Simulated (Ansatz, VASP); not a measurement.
One calculation of Fe, two programs

Contents of POSCAR:

```
Fe
1.0
   -1.4613615841      1.4613615841      1.4613615841
    1.4613615841     -1.4613615841      1.4613615841
    1.4613615841      1.4613615841     -1.4613615841
Fe
1
Direct
    0.0000000000      0.0000000000      0.0000000000
```

INCAR.step1

```
  PREC = Accurate
  ENCUT = 520
  ISMEAR = 0
  SIGMA = 0.1
  LREAL = F
  LASPH = T
  NELM = 150
  ISPIN = 2
  MAGMOM = 3.09
  LMAXMIX = 4
  NBANDS = 14
  GGA = PE
  ALGO = Normal
  EDIFF = 1E-4
  LWAVE = T
  LCHARG = F
```

INCAR.step2

```
  PREC = Accurate
  ENCUT = 520
  EDIFF = 1E-6
  ISMEAR = 0
  SIGMA = 0.1
  LREAL = F
  LASPH = T
  NELM = 150
  ALGO = Normal
  ISIF = 2
  LWAVE = F
  LCHARG = F
  ISPIN = 2
  MAGMOM = 3.09
  LORBIT = 11
  LMAXMIX = 4
  METAGGA = R2SCAN
  LMIXTAU = T
  NBANDS = 14
  ISTART = 1
```

KPOINTS

```
Automatic mesh
0
Gamma
  20 20 20
```

Input for Ansatz:

```yaml
crystal:
  lattice:
    - [-1.4613615841, 1.4613615841, 1.4613615841]
    - [1.4613615841, -1.4613615841, 1.4613615841]
    - [1.4613615841, 1.4613615841, -1.4613615841]
  atoms:
    - { symbol: Fe, position: [0.0, 0.0, 0.0], spin: 3.09 }
basis:
  ecutwfc: 500
kpoints:
  mp_grid: { grid: [20, 20, 20] }
hamiltonian:
  xc: r2scan
scf:
  occupations: { method: gaussian, width: 0.1 }
output:
  forces: true
  stress: true
  eigenvalues: true
  populations: true
magnetization:
  spin_polarized: true
```

Alike in both runs: task single point; functional r2SCAN; k mesh 20 × 20 × 20; occupations gaussian, width 0.1 eV; collinear spin.

```csv
,VASP,Ansatz
version,VASP 6.6.1,Ansatz 0.2.0
potentials or method,"VASP PAW PBE potentials, release 64 (Fe), cutoff 520 eV","scalar-relativistic, plane waves, PAW"
valence electrons in the cell,8,16
```

Ansatz gave:

```
gap on the k mesh at the Fermi level (eV)                     : none
pressure (GPa)                                                : -9.4
net moment per atom (μB)                                      : 2.70
size of the moment on the site where the two differ most (μB) : 2.87
```

Task: Which values does VASP return?

Result: gap on the k mesh at the Fermi level (eV): none; pressure (GPa): -9.8; net moment per atom (μB): 2.69; size of the moment on the site where the two differ most (μB): 2.78.

VASP's potentials were made for PBE, not for r2SCAN. Site moments also hang on the region over which each program counts them. A gap of «none» marks a metal or a gap that the smearing closes. VASP's potentials hold 8 valence electrons a cell and Ansatz's 16, so a difference there can come from the potentials and not from the codes. Ansatz's warnings: stability check not made.
